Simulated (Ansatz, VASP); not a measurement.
## One calculation of Cr, two programs

The input INCAR:

```
PREC = Accurate
ENCUT = 520
EDIFF = 1E-6
ISMEAR = -1
SIGMA = 0.1
LREAL = F
LASPH = T
NELM = 100
ALGO = Normal
ISIF = 2
LWAVE = F
LCHARG = T
GGA = PE
LELF = T
LVHAR = T
NBANDS = 25
```

Contents of KPOINTS:

```
regular mesh
0
Gamma
  10 10 15
```

File POSCAR:

```
Cr
1.0
    4.2894277000      0.0000000000      0.0000000000
   -2.1447138500      3.7147533559      0.0000000000
    0.0000000000      0.0000000000      2.3205675803
Cr
3
Direct
    1.0000000000      0.0000000000      0.0000000000
    0.3333333333      0.6666666667      0.5000000000
    0.6666666667      0.3333333333      0.5000000000
```

Input for Ansatz:

```yaml
crystal:
  lattice:
    - [4.2894277, 0.0, 0.0]
    - [-2.14471385, 3.7147533559, 0.0]
    - [0.0, 0.0, 2.3205675803]
  atoms:
    - { symbol: Cr, position: [1.0, 0.0, 0.0] }
    - { symbol: Cr, position: [0.3333333333, 0.6666666667, 0.5] }
    - { symbol: Cr, position: [0.6666666667, 0.3333333333, 0.5] }
hamiltonian:
  xc: pbe
  pseudopotentials:
    kind: paw
    azcp:
      Cr: "pseudopotentials/Cr.paw.azcp"
basis:
  ecutwfc: 420
  fft_grid_basis: typed
kpoints:
  mp_grid: { grid: [10, 10, 15], shift: [0, 0, 0] }
magnetization:
  spin_polarized: false
scf:
  occupations: { method: fermi_dirac, width: 0.1 }
  lower_state_search: "off"
output:
  stress: true
```

Alike in both runs: task single point; functional PBE; k mesh 10 × 10 × 15; occupations fermi-dirac, width 0.1 eV; no spin polarisation.

|  | VASP | Ansatz |
| --- | --- | --- |
| version | VASP 6.6.1 | Ansatz 0.2.0 |
| potentials or method | VASP PAW PBE potentials, release 64 (Cr_pv), cutoff 520 eV | plane waves (420 eV) with PAW, scalar-relativistic |
| valence electrons in the cell | 36 | 42 |

|  | VASP | Ansatz | Ansatz less VASP |
| --- | --- | --- | --- |
| pressure (GPa) | -8.8 | -8.4 | +0.35 |

VASP's potentials hold 36 valence electrons a cell and Ansatz's 42, so a difference there can come from the potentials and not from the codes.
